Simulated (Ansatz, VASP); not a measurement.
## One calculation of HfO2, two programs

```
Hf O
1.0
     2.54881   -2.54881    0.00000
     2.54881    0.00000   -2.54881
     5.52224    4.88530    4.88530
Hf O
3 6
Cartesian
  3.6109 3.6109 3.6109
  3.6109 1.0621 1.0621
  3.6109 -1.4867 -1.4867
  4.8853 -0.2123 -0.2123
  7.4341 2.3365 4.8853
  4.8853 2.3365 2.3365
  7.4341 2.3365 2.3365
  7.4341 -0.2123 -0.2123
  2.3365 -0.2123 -0.2123
```

Alike in both runs: task single point; functional PBE; k mesh 7 × 7 × 3; occupations gaussian, width 0.05 eV; no spin polarisation.

|  | VASP | Ansatz |
| --- | --- | --- |
| version | VASP 6.6.1 | Ansatz 0.2.0 |
| potentials or method | VASP PAW PBE potentials, release 64 (Hf_pv, O), cutoff 520 eV | scalar-relativistic, plane waves, PAW |
| valence electrons in the cell | 66 | 114 |

Ansatz gave:

```
gap on the k mesh at the Fermi level (eV)                     : 3.82
least direct gap on the mesh (eV)                             : 3.98
pressure (GPa)                                                : 10.1
traceless stress, the component that is largest in VASP (GPa) : -11.21
rms of the force components (eV/Å)                            : 2.511
```

**Question.** Estimate VASP's values.

**Answer.** gap on the k mesh at the Fermi level (eV): 3.82; least direct gap on the mesh (eV): 3.99; pressure (GPa): 6.7; traceless stress, the component that is largest in VASP (GPa): -11.35; rms of the force components (eV/Å): 2.510.

Atom by atom the forces differ by 0.015 eV/Å (rms over components). VASP's potentials hold 66 valence electrons a cell and Ansatz's 114, so a difference there can come from the potentials and not from the codes.

Neither program's run includes spin-orbit coupling.
